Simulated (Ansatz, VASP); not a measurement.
Ce in VASP and in Ansatz

```
CELL_PARAMETERS angstrom
0.00000 2.36696 2.36696
2.36696 0.00000 2.36696
2.36696 2.36696 0.00000
ATOMIC_POSITIONS crystal
Ce 0.00000 0.00000 0.00000
```

Change from the starting cell: volume scaled by 1.04, PAW files.

Alike in both runs: task electric field gradients; functional r2SCAN; k mesh 15 × 15 × 15; occupations fermi-dirac, width 0.08 eV; no spin polarisation.

|  | VASP | Ansatz |
| --- | --- | --- |
| version | VASP 6.6.1 | Ansatz 0.2.0 |
| potentials or method | VASP PAW PBE potentials, release 64 (Ce) | PAW with Ansatz's default frozen-core files, scalar-relativistic |
| plane-wave cutoff (eV) | 520 | 500 |
| valence electrons in the cell | 12 | 12 |

VASP gave:

* pressure (GPa): -1.8

Problem. What did Ansatz give for the same quantities?

Solution. Pressure (GPa): -1.6.

VASP's potentials were made for PBE, not for r2SCAN.

Neither program's run includes spin-orbit coupling.
